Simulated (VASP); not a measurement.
Wanted: the native input for a VASP 6.6.1 run.

| Item | Value |
| --- | --- |
| Task | single point |
| Functional | r2SCAN |
| Potentials or basis | VASP PAW PBE potentials, release 64 (Li_sv, F) |
| Cutoff | 520 eV |
| k mesh | 10 × 10 × 10 |
| Occupations | gaussian, width 0.01 eV |
| Spin | no spin polarisation |
| Dipole correction | no |
| Further INCAR settings | ALGO = Normal; EDIFF = 1e-07; NBANDS = 12 |

LiF:

```
CELL_PARAMETERS angstrom
0.00000 2.11008 2.14461
2.11008 0.00000 2.14461
2.11008 2.11008 0.00000
ATOMIC_POSITIONS crystal
Li 0.00000 0.00000 0.00000
F 0.25000 0.25000 0.25000
```

This cell differs from its parent crystal: biaxial xy strain -1.6%.

These files were run (other wordings do the same):

POSCAR

```
LiF
1.0
    0.0000000000      2.1100823200      2.1446105498
    2.1100823200      0.0000000000      2.1446105498
    2.1100823200      2.1100823200      0.0000000000
Li F
1 1
Direct
    0.0000000000      0.0000000000      0.0000000000
    0.2500000000      0.2500000000      0.2500000000
```

INCAR.step1

```
SYSTEM = LiF
PREC     = Accurate       ! precision mode
ENCUT    = 520            ! plane-wave cutoff, eV
ISMEAR   = 0              ! smearing method
SIGMA    = 0.01           ! smearing width, eV
LREAL    = .FALSE.        ! projectors in reciprocal space
LASPH    = .TRUE.         ! aspherical terms in the spheres
NELM     = 100            ! most SCF steps
NBANDS   = 12             ! bands
GGA      = PE             ! functional
ALGO     = Normal         ! electronic algorithm
EDIFF    = 1E-4           ! SCF threshold, eV
LWAVE    = .TRUE.         ! write WAVECAR
LCHARG   = .FALSE.        ! write CHGCAR
```

INCAR.step2

```
SYSTEM = LiF
PREC     = Accurate       ! precision mode
ENCUT    = 520            ! plane-wave cutoff, eV
EDIFF    = 1E-7           ! SCF threshold, eV
ISMEAR   = 0              ! smearing method
SIGMA    = 0.01           ! smearing width, eV
LREAL    = .FALSE.        ! projectors in reciprocal space
LASPH    = .TRUE.         ! aspherical terms in the spheres
NELM     = 100            ! most SCF steps
ALGO     = Normal         ! electronic algorithm
ISIF     = 2              ! what is computed and relaxed
LWAVE    = .FALSE.        ! write WAVECAR
LCHARG   = .FALSE.        ! write CHGCAR
METAGGA  = R2SCAN         ! meta-GGA
LMIXTAU  = .TRUE.       
NBANDS   = 12             ! bands
ISTART   = 1
```

KPOINTS

```
Automatic mesh
0
G
  10 10 10
  0 0 0
```

Potentials or basis: VASP PAW PBE potentials, release 64 (Li_sv, F).

Command:

```sh
$ cat potpaw_PBE.64/Li_sv/POTCAR potpaw_PBE.64/F/POTCAR > POTCAR
$ cp INCAR.step1 INCAR
$ mpirun -np 1 vasp_std > vasp.out
$ cp INCAR.step2 INCAR
$ mpirun -np 1 vasp_std > vasp.out
```

It gave:

```
Band gap on the k mesh : 8.91 eV, direct
```

Caveat: the cell differs from its parent crystal (biaxial xy strain -1.6%).

Run time: 75 s on 1 thread of Intel(R) Xeon(R) Platinum 8488C (Sapphire Rapids), on a shared host, peak memory 0.15 GiB.
